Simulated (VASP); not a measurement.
Set up this calculation in VASP 6.6.1, as the native input.

- Task: single point
- Functional: PBE
- Dispersion: D3(BJ)
- Potentials or basis: VASP PAW PBE potentials, release 64 (Na_pv)
- Cutoff: 520 eV
- k mesh: 14 × 14 × 6
- Occupations: gaussian, width 0.1 eV
- Spin: no spin polarisation
- Dipole correction: no
- Further INCAR settings: ALGO = Fast; EDIFF = 1e-07; NBANDS = 18

The structure of Na lies in POSCAR:

```
Na
1.0
    3.1319948652     -1.8309692593     -0.0407895493
    3.1319948652      1.8309692593     -0.0407895493
   -2.2499665087      0.0000000000      8.9287762219
Na
3
Direct
    0.0000000000      0.0000000000      0.0000000000
    0.2267315367      0.2267315367      0.6666652939
    0.7732684633      0.7732684633      0.3333347061
```

One way to write it, as run:

INCAR

```
SYSTEM = Na
PREC = Accurate
ENCUT = 520
EDIFF = 1E-7
ISMEAR = 0
SIGMA = 0.1
LREAL = .False.
LASPH = .True.
NELM = 100
ALGO = Fast
ISIF = 2
LWAVE = .False.
LCHARG = .False.
GGA = PE
IVDW = 12
NBANDS = 18
```

KPOINTS

```
regular mesh
0
Gamma
  14 14 6
  0 0 0
```

Potentials or basis: VASP PAW PBE potentials, release 64 (Na_pv).

Command:

```sh
$ cat potpaw_PBE.64/Na_pv/POTCAR > POTCAR
$ mpirun -np 1 vasp_std > vasp.out
```

Results of the run:

The pressure is 0.0 GPa, the band gap on the k mesh is zero (an odd number of electrons rules out a gap without spin polarisation) and the dispersion energy per atom is -0.167 eV.

Run time: 3.7 min on 1 thread of Intel(R) Xeon(R) 6975P-C (Granite Rapids), with other jobs on the host, peak memory 0.52 GiB.
